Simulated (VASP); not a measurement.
# Yb (Fd-3m) in VASP: further runs

The runs below take Yb through single point, with RPBE.

Everything below comes from runs of VASP 6.6.1. Logs are shortened: lines on timing, memory, paths and dates and some standing lists are left out, and cuts for length are marked.

### 1 The cell of the first run

The structure is cubic, space group Fd-3m (No. 227). The conventional cell has a = 8.598 Å, b = 8.598 Å, c = 8.598 Å, α = 90.00°, β = 90.00°, γ = 90.00°. Yb (site symmetry -43m) has 4 Yb at 3.72 Å within 4.9 Å.

### 2 Single point, RPBE (volume scaled by 0.88)

File INCAR:

```
PREC = Accurate ; ENCUT = 520
EDIFF = 1E-7 ; ISMEAR = -1
SIGMA = 0.1 ; LREAL = False
LASPH = True ; NELM = 80
ALGO = Normal ; ISIF = 2
LWAVE = False ; LCHARG = False
GGA = RP ; NBANDS = 31
```

File KPOINTS:

```
Automatic mesh
0
Gamma
  7 7 7
```

File POSCAR:

```
Yb
1.0
    0.0000000000      4.2990366832      4.2990366832
    4.2990366832      0.0000000000      4.2990366832
    4.2990366832      4.2990366832      0.0000000000
Yb
2
Direct
    0.1250000000      0.1250000000      0.1250000000
    0.8750000000      0.8750000000      0.8750000000
```

Potentials or basis: VASP PAW PBE potentials, release 64 (Yb).

Run with:

```
> cat potpaw_PBE.64/Yb/POTCAR > POTCAR
> mpirun -np 1 vasp_std > vasp.out
```

OUTCAR:

```text
PREC = Accurate
   ENCUT = 520
   EDIFF = 1E-7
   ISMEAR = -1
   LREAL = False
   LASPH = True
   NELM = 80
   ISIF = 2
   GGA = RP

 ion  position               nearest neighbor table
   1  0.125  0.125  0.125-   2 3.72   2 3.72   2 3.72   2 3.72
   2  0.875  0.875  0.875-   1 3.72   1 3.72   1 3.72   1 3.72

  LATTYP: Found a face centered cubic cell.
 ALAT       =     8.5980733664

  Lattice vectors:

 A1 = (   0.0000000000,   4.2990366832,   4.2990366832)
 A2 = (   4.2990366832,   0.0000000000,   4.2990366832)
 A3 = (   4.2990366832,   4.2990366832,   0.0000000000)

Analysis of symmetry for initial positions (statically):
=====================================================================
 Subroutine PRICEL returns:
 Original cell was already a primitive cell.

 Routine SETGRP: Setting up the symmetry group for a
 face centered cubic supercell.

 Subroutine GETGRP returns: Found 48 space group operations
 (whereof 12 operations were pure point group operations)
 out of a pool of 48 trial point group operations.

The static configuration has the point symmetry D_3d.
 The point group associated with its full space group is O_h .

Analysis of symmetry for dynamics (positions and initial velocities):
=====================================================================
 Subroutine PRICEL returns:
 Original cell was already a primitive cell.

 Routine SETGRP: Setting up the symmetry group for a
 face centered cubic supercell.

 Subroutine GETGRP returns: Found 48 space group operations
 (whereof 12 operations were pure point group operations)
 out of a pool of 48 trial point group operations.

The dynamic configuration has the point symmetry D_3d.
 The point group associated with its full space group is O_h .

 Subroutine INISYM returns: Found 48 space group operations
 (whereof 12 operations are pure point group operations),
 and found     1 'primitive' translations

----------------------------------------------------------------------------------------

                                     Primitive cell

  volume of cell :     158.9072

  direct lattice vectors                    reciprocal lattice vectors
     0.000000000  4.299036683  4.299036683    -0.116305125  0.116305125  0.116305125
     4.299036683  0.000000000  4.299036683     0.116305125 -0.116305125  0.116305125
     4.299036683  4.299036683  0.000000000     0.116305125  0.116305125 -0.116305125

  length of vectors
     6.079755983  6.079755983  6.079755983     0.201446386  0.201446386  0.201446386

  position of ions in fractional coordinates (direct lattice)
     0.125000000  0.125000000  0.125000000
     0.875000000  0.875000000  0.875000000

  ion indices of the primitive-cell ions
   primitive index   ion index
                 1           1
                 2           2

----------------------------------------------------------------------------------------

 KPOINTS: Automatic mesh

Automatic generation of k-mesh.
 Grid dimensions read from file:
 generate k-points for:    7    7    7

 Generating k-lattice:

  Cartesian coordinates                     Fractional coordinates (reciprocal lattice)
    -0.016615018  0.016615018  0.016615018     0.142857143  0.000000000  0.000000000
     0.016615018 -0.016615018  0.016615018     0.000000000  0.142857143  0.000000000
     0.016615018  0.016615018 -0.016615018     0.000000000  0.000000000  0.142857143

  Length of vectors
     0.028778055  0.028778055  0.028778055

  Shift w.r.t. Gamma in fractional coordinates (k-lattice)
     0.000000000  0.000000000  0.000000000

 Subroutine IBZKPT returns following result:
 ===========================================

 Found     20 irreducible k-points:

 Following reciprocal coordinates:
            Coordinates               Weight
  0.000000  0.000000  0.000000      1.000000
  0.142857  0.000000  0.000000      8.000000
  0.285714  0.000000  0.000000      8.000000
  0.428571  0.000000  0.000000      8.000000
  0.142857  0.142857  0.000000      6.000000
  0.285714  0.142857  0.000000     24.000000
[... 12 lines left out ...]
 -0.428571  0.428571  0.142857     24.000000
 -0.285714  0.428571  0.142857     24.000000
   k-points           NKPTS =     20   k-points in BZ     NKDIM =     20   number of bands    NBANDS=     31
   number of dos      NEDOS =    301   number of ions     NIONS =      2
   total plane-waves  NPLWV = 110592
   dimension x,y,z NGX =    48 NGY =   48 NGZ =   48
   dimension x,y,z NGXF=    96 NGYF=   96 NGZF=   96
   ions per type =               2
   NGX,Y,Z   is equivalent  to a cutoff of  13.13, 13.13, 13.13 a.u.
   NGXF,Y,Z  is equivalent  to a cutoff of  26.25, 26.25, 26.25 a.u.
 SYSTEM =  unknown system
   PREC   = accura    normal or accurate (medium, high low for compatibility)
   ISTART =      0    job   : 0-new  1-cont  2-samecut
   ICHARG =      2    charge: 1-file 2-atom 10-const
   ISPIN  =      1    spin polarized calculation?
   LNONCOLLINEAR =      F non collinear calculations
   LSORBIT =      F    spin-orbit coupling
   LASPH  =      T    aspherical Exc in radial PAW
   ENCUT  =  520.0 eV  38.22 Ry    6.18 a.u.  11.30 11.30 11.30*2*pi/ulx,y,z
   NELM   =     80;   NELMIN=  2; NELMDL= -5     # of ELM steps
   EDIFF  = 0.1E-06   stopping-criterion for ELM
   LREAL  =      F    real-space projection
   EDIFFG = 0.1E-05   stopping-criterion for IOM
   NSW    =      0    number of steps for IOM
   IBRION =     -1    ionic relax: 0-MD 1-quasi-New 2-CG
   NFREE  =      0    steps in history (QN), initial steepest desc. (CG)
   ISIF   =      2    stress and relaxation
   ISYM   =      2    0-nonsym 1-usesym 2-fastsym
   POTIM  = 0.5000    time-step for ionic-motion
   TEBEG  =    0.0;   TEEND  =   0.0 temperature during run
   PSTRESS=    0.0 pullay stress
   NELECT =      48.0000    total number of electrons
   NUPDOWN=      -1.0000    fix difference up-down
   EMIN   =  10.00;   EMAX   =-10.00  energy-range for DOS
   EFERMI =   0.00;   METHOD = LEGACY
   ISMEAR =    -1;   SIGMA  =   0.10  broadening in eV -4-tet -1-fermi 0-gaus
   EFERMI_NEDOS =   21; number of points for ismear=-14 and -15
   IALGO  =     38    algorithm
   IMIX   =      4    mixing-type and parameters
     AMIX     =   0.40;   BMIX     =  1.00
     AMIX_MAG =   1.60;   BMIX_MAG =  1.00
  volume/ion in A,a.u.               =      79.45       536.18
  Fermi-wavevector in a.u.,A,eV,Ry     =   1.098434  2.075740 16.416218  1.206558
  Thomas-Fermi vector in A             =   2.234812
   LORBIT       =      0    0 simple, 1 ext, 2 COOP (PROOUT), +10 PAW based schemes
   GGA     = RP    functional components
   LHFCALC =     F    Hartree Fock is set to
   AEXX    =    0.0000 exact exchange contribution
   IVDW    =     0    specifies the selected vdW correction
   LEPSILON=     F    determine dielectric tensor
   LRPA    =     F    only Hartree local field effects (RPA)
 non-spin polarized calculation
  energy-cutoff  :      520.00
  volume of cell :      158.91
 maximum number of plane-waves:      4300
 NGX is ok and might be reduce to    48
   NGX = 23   NGY = 23   NGZ = 23

 number of electron      48.0000014 magnetization

 Free energy of the ion-electron system (eV)
  ---------------------------------------------------
  ext. energy  EPLUGINS =         0.00000000
  ---------------------------------------------------
  free energy    TOTEN  =        -4.49533663 eV

  energy without entropy =       -4.33141991  energy(sigma->0) =       -4.41337827

 E-fermi :  -0.3714     XC(G=0):  -6.2248

 val. band max:       -0.3719251949   @ k =   0.2857   0.2857   0.0000
 cond. band min:      -0.3585517492   @ k =  -0.4286   0.4286   0.0000
 fundamental gap:      0.0133734457
 Fermi energy:        -0.3714250986

 k-point     1 :       0.0000    0.0000    0.0000
  band No.  band energies     occupation
      1     -52.7675      2.00000
      2     -52.7573      2.00000
      3     -25.2234      2.00000
      4     -25.2234      2.00000
      5     -25.2234      2.00000
      6     -25.1345      2.00000
[... 23 lines left out ...]
     30       1.4298      0.00000
     31       1.4298      0.00000

 k-point     2 :       0.1429    0.0000    0.0000
  band No.  band energies     occupation
      1     -52.7671      2.00000
      2     -52.7577      2.00000
      3     -25.2250      2.00000
      4     -25.2250      2.00000
      5     -25.2224      2.00000
      6     -25.1357      2.00000
[... 23 lines left out ...]
     30       1.4558      0.00000
     31       1.4558      0.00000

 k-point     3 :       0.2857    0.0000    0.0000
  band No.  band energies     occupation
      1     -52.7661      2.00000
      2     -52.7586      2.00000
      3     -25.2284      2.00000
      4     -25.2284      2.00000
      5     -25.2200      2.00000
      6     -25.1386      2.00000
[... 23 lines left out ...]
     30       1.5996      0.00000
     31       1.5996      0.00000

 k-point     4 :       0.4286    0.0000    0.0000
  band No.  band energies     occupation
      1     -52.7651      2.00000
      2     -52.7596      2.00000
      3     -25.2310      2.00000
      4     -25.2310      2.00000
      5     -25.2180      2.00000
      6     -25.1410      2.00000
[... 23 lines left out ...]
     30       1.8333      0.00000
     31       1.8333      0.00000

 k-point     5 :       0.1429    0.1429    0.0000
  band No.  band energies     occupation
      1     -52.7670      2.00000
      2     -52.7578      2.00000
      3     -25.2268      2.00000
      4     -25.2268      2.00000
      5     -25.2191      2.00000
      6     -25.1390      2.00000
[... 23 lines left out ...]
     30       1.4417      0.00000
     31       1.4417      0.00000
[... 406 lines left out ...]
     30       1.5423      0.00000
     31       1.8548      0.00000

 k-point    18 :      -0.4286    0.2857    0.1429
  band No.  band energies     occupation
      1     -52.7642      2.00000
      2     -52.7606      2.00000
      3     -25.2388      2.00000
      4     -25.2348      2.00000
      5     -25.2006      2.00000
      6     -25.1582      2.00000
[... 23 lines left out ...]
     30       1.7044      0.00000
     31       2.2146      0.00000

 k-point    19 :      -0.4286    0.4286    0.1429
  band No.  band energies     occupation
      1     -52.7634      2.00000
      2     -52.7614      2.00000
      3     -25.2394      2.00000
      4     -25.2381      2.00000
      5     -25.1896      2.00000
      6     -25.1694      2.00000
[... 23 lines left out ...]
     30       1.4806      0.00000
     31       2.2344      0.00000

 k-point    20 :      -0.2857    0.4286    0.1429
  band No.  band energies     occupation
      1     -52.7631      2.00000
      2     -52.7617      2.00000
      3     -25.2404      2.00000
      4     -25.2376      2.00000
      5     -25.1883      2.00000
      6     -25.1707      2.00000
[... 23 lines left out ...]
     30       1.6042      0.00000
     31       2.3777      0.00000

------------------------ aborting loop because EDIFF is reached ----------------------------------------

  FORCE on cell =-STRESS in cart. coord.  units (eV):
  Direction    XX          YY          ZZ          XY          YZ          ZX
  --------------------------------------------------------------------------------------
  -------------------------------------------------------------------------------------
  Total        0.3251125      0.3251125      0.3251125      0.0000000      0.0000000      0.0000000
  in kB        3.2779380      3.2779380      3.2779380      0.0000000      0.0000000      0.0000000
  external PRESSURE =       3.2779380 kB  Pullay stress =       0.0000000 kB

 VOLUME and BASIS-vectors are now :
 -----------------------------------------------------------------------------
  energy-cutoff  :      520.00
  volume of cell :      158.91
      direct lattice vectors                 reciprocal lattice vectors
     0.000000000  4.299036683  4.299036683    -0.116305125  0.116305125  0.116305125
     4.299036683  0.000000000  4.299036683     0.116305125 -0.116305125  0.116305125
     4.299036683  4.299036683  0.000000000     0.116305125  0.116305125 -0.116305125

 POSITION                                       TOTAL-FORCE (eV/Angst)
 -----------------------------------------------------------------------------------
      1.07476      1.07476      1.07476         0.000000      0.000000      0.000000
      7.52331      7.52331      7.52331        -0.000000     -0.000000     -0.000000
 -----------------------------------------------------------------------------------
    total drift:                                0.000000      0.000000      0.000000

  FREE ENERGIE OF THE ION-ELECTRON SYSTEM (eV)
  ---------------------------------------------------
  free  energy   TOTEN  =        -4.4953366350 eV

  energy  without entropy=       -4.3314199107  energy(sigma->0) =       -4.41337827
```

Run time: 3.6 min. Hardware: 1 thread of Intel Xeon Platinum 8559C (Emerald Rapids), shared host; peak memory 0.35 GiB.

Results:

```
Free energy            : -4.4953 eV
Pressure               : 0.3 GPa
Band gap on the k mesh : zero (band 24 reaches 0.56 eV, above the bottom of band 25 at -0.49 eV)
```

Levels at points of the mesh, in eV from the Fermi level:
```csv
k point,band 20,band 21,band 22,band 23,band 24,band 25,band 26,band 27,band 28,band 29
"(0.00, 0.00, 0.00)",-0.53,-0.52,-0.52,-0.52,0.93,0.93,0.93,1.17,1.17,1.80
```

Caveat: the PAW data sets were made with another functional, which shifts forces and pressure a little; spin-orbit coupling is left out, which moves the levels of the heavy elements.

### 3 Single point, RPBE (volume scaled by 0.92)

File INCAR:

```
SYSTEM = Yb
ALGO     = Normal         ! electronic algorithm
EDIFF    = 1E-6           ! SCF threshold, eV
ENCUT    = 520            ! plane-wave cutoff, eV
GGA      = RP             ! functional
ISIF     = 2              ! what is computed and relaxed
ISMEAR   = -1             ! smearing method
LASPH    = .True.         ! aspherical terms in the spheres
LCHARG   = .False.        ! write CHGCAR
LREAL    = .False.        ! projectors in reciprocal space
LWAVE    = .False.        ! write WAVECAR
NBANDS   = 31             ! bands
NELM     = 100            ! most SCF steps
PREC     = Accurate       ! precision mode
SIGMA    = 0.1            ! smearing width, eV
```

File KPOINTS:

```
k-points
0
Gamma
  7 7 7
  0 0 0
```

File POSCAR:

```
Yb
1.0
    0.0000000000      4.3632108710      4.3632108710
    4.3632108710      0.0000000000      4.3632108710
    4.3632108710      4.3632108710      0.0000000000
Yb
2
Direct
    0.1250000000      0.1250000000      0.1250000000
    0.8750000000      0.8750000000      0.8750000000
```

Potentials or basis: VASP PAW PBE potentials, release 64 (Yb).

Run with:

```
> cat potpaw_PBE.64/Yb/POTCAR > POTCAR
> mpirun -np 1 vasp_std > vasp.out
```

Wall time 3.9 min (1 thread of Intel Xeon Platinum 8559C (Emerald Rapids), shared host); peak memory 0.35 GiB.

Results (log left out):

```
Free energy            : -4.5097 eV
Pressure               : 0.5 GPa
Band gap on the k mesh : zero (band 24 reaches 0.48 eV, above the bottom of band 25 at -0.53 eV)
```

Levels at points of the mesh, in eV from the Fermi level:
| k point | band 22 | band 23 | band 24 | band 25 | band 26 | band 27 |
| --- | --- | --- | --- | --- | --- | --- |
| (0.00, 0.00, 0.00) | -0.53 | -0.53 | 0.91 | 0.91 | 0.91 | 1.18 |

Caveat: the PAW data sets were made with another functional, which shifts forces and pressure a little; spin-orbit coupling is left out, which moves the levels of the heavy elements.

(Continued in part 2 of 2.)
